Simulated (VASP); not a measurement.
Write the native input for VASP 6.6.1 that does the following.

```
Task                   : single point
Functional             : PBE
Potentials or basis    : VASP PAW PBE potentials, release 64 (Cd, Te)
Cutoff                 : 520 eV
k mesh                 : 8 × 8 × 8
Occupations            : gaussian, width 0.05 eV
Spin                   : no spin polarisation
Dipole correction      : no
Further INCAR settings : ALGO = Normal; EDIFF = 1e-06; NBANDS = 16
```

The structure of CdTe lies in POSCAR:

```
CdTe
1.0
    0.0000000000      3.3011500000      3.1569250000
    3.3011500000      0.0000000000      3.1569250000
    3.3011500000      3.3011500000      0.0000000000
Cd Te
1 1
Direct
    0.0000000000      0.0000000000      0.0000000000
    0.7500000000      0.7500000000      0.7500000000
```

This cell differs from its parent crystal: strain +0.030 along x and y, -0.015 along z.

One way to write it, as run:

INCAR

```
SYSTEM = CdTe
PREC = Accurate
ENCUT = 520
EDIFF = 1E-6
ISMEAR = 0
SIGMA = 0.05
LREAL = .FALSE.
LASPH = .TRUE.
NELM = 60
ALGO = Normal
ISIF = 2
LWAVE = .FALSE.
LCHARG = .TRUE.
GGA = PE
LELF = .TRUE.
LVHAR = .TRUE.
NBANDS = 16
```

KPOINTS

```
Automatic mesh
0
G
  8 8 8
  0 0 0
```

Potentials or basis: VASP PAW PBE potentials, release 64 (Cd, Te).

The run is started by

```bash
$ cat potpaw_PBE.64/Cd/POTCAR potpaw_PBE.64/Te/POTCAR > POTCAR
$ mpirun -np 1 vasp_std > vasp.out
```

Results of the run:

| Quantity | Value |
| --- | --- |
| Pressure | 2.2 GPa |
| Band gap on the k mesh | 0.64 eV |

Caveat: the cell differs from its parent crystal (strain +0.030 along x and y, -0.015 along z); semilocal functionals underestimate gaps, and a narrow one can read as zero; spin-orbit coupling is left out, which moves the levels of the heavy elements.

Run time: 84 s on 1 thread of Intel Xeon 8259CL, with other jobs on the host, peak memory 0.25 GiB.
